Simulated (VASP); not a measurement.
A run of VASP 6.6.1 is set up as follows.

File POSCAR:

```
AlN
1.0
    0.0000000000      2.1847547434      2.1847547434
    2.1847547434      0.0000000000      2.1847547434
    2.1847547434      2.1847547434      0.0000000000
Al N
1 1
Direct
    0.0000000000      0.0000000000      0.0000000000
    0.2500000000      0.2500000000      0.2500000000
```

The input INCAR.step1:

```
PREC     = Accurate       # precision mode
ENCUT    = 520            # plane-wave cutoff, eV
ISMEAR   = 0              # smearing method
SIGMA    = 0.02           # smearing width, eV
LREAL    = False          # projectors in reciprocal space
LASPH    = True           # aspherical terms in the spheres
NELM     = 100            # most SCF steps
NBANDS   = 11             # bands
GGA      = PE             # functional
ALGO     = Normal         # electronic algorithm
EDIFF    = 1E-4           # SCF threshold, eV
LWAVE    = True           # write WAVECAR
LCHARG   = False          # write CHGCAR
```

The input INCAR.step2:

```
PREC     = Accurate       # precision mode
ENCUT    = 520            # plane-wave cutoff, eV
EDIFF    = 1E-6           # SCF threshold, eV
ISMEAR   = 0              # smearing method
SIGMA    = 0.02           # smearing width, eV
LREAL    = False          # projectors in reciprocal space
LASPH    = True           # aspherical terms in the spheres
NELM     = 100            # most SCF steps
ALGO     = Normal         # electronic algorithm
ISIF     = 2              # what is computed and relaxed
LWAVE    = False          # write WAVECAR
LCHARG   = False          # write CHGCAR
METAGGA  = R2SCAN         # meta-GGA
LMIXTAU  = True         
NBANDS   = 11             # bands
ISTART   = 1
```

KPOINTS

```
Automatic mesh
0
Gamma
  10 10 10
```

Potentials or basis: VASP PAW PBE potentials, release 64 (Al, N).

Run with:

```sh
$ cat potpaw_PBE.64/Al/POTCAR potpaw_PBE.64/N/POTCAR > POTCAR
$ cp INCAR.step1 INCAR
$ mpirun -np 1 vasp_std > vasp.out
$ cp INCAR.step2 INCAR
$ mpirun -np 1 vasp_std > vasp.out
```

Q: What does it give for the band gap on the k mesh?

A: 3.93 eV, indirect (least direct gap 4.88 eV).

Q: Predict the pressure.

A: -0.4 GPa.

Caveat: the PAW data sets were made with another functional, which shifts forces and pressure a little. A k mesh can miss the band edges.
